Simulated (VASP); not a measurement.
**Y: single point with PBE**

Y:

```
Y
1.0
     0.00000    2.11286    2.11286
     2.11286    0.00000    2.11286
     2.11286    2.11286    0.00000
Y
1
Direct
  0.00000 0.00000 0.00000
```

This isn't the form of Y at room conditions, which is hcp.

```json
{"Program": "VASP 6.6.1", "Task": "single point", "Functional": "PBE", "Potentials or basis": "VASP PAW PBE potentials, release 64 (Y_sv)", "Cutoff": "520 eV", "k mesh": "14 × 14 × 14", "Occupations": "fermi-dirac, width 0.08 eV", "Spin": "no spin polarisation", "Dipole correction": "no", "k mesh for the DOS": "21 × 21 × 21", "Occupations for the DOS": "tetrahedron", "Further INCAR settings": "ALGO = Normal; EDIFF = 1e-06; NBANDS = 12"}
```

```json
{
 "Valence electrons inside the program's atomic spheres": "Y 10.52"
}
```

Levels at points of the mesh, in eV from the Fermi level:
| k point | band 1 | band 2 | band 3 | band 4 | band 5 | band 6 | band 7 | band 8 | band 9 | band 10 |
| --- | --- | --- | --- | --- | --- | --- | --- | --- | --- | --- |
| (0.00, 0.00, 0.00) | -42.03 | -20.56 | -20.56 | -20.56 | -4.83 | 2.21 | 2.21 | 2.21 | 5.97 | 5.97 |

Run time: 84 s on 1 thread of Intel Xeon 8259CL, with other jobs on the host, peak memory 0.21 GiB.
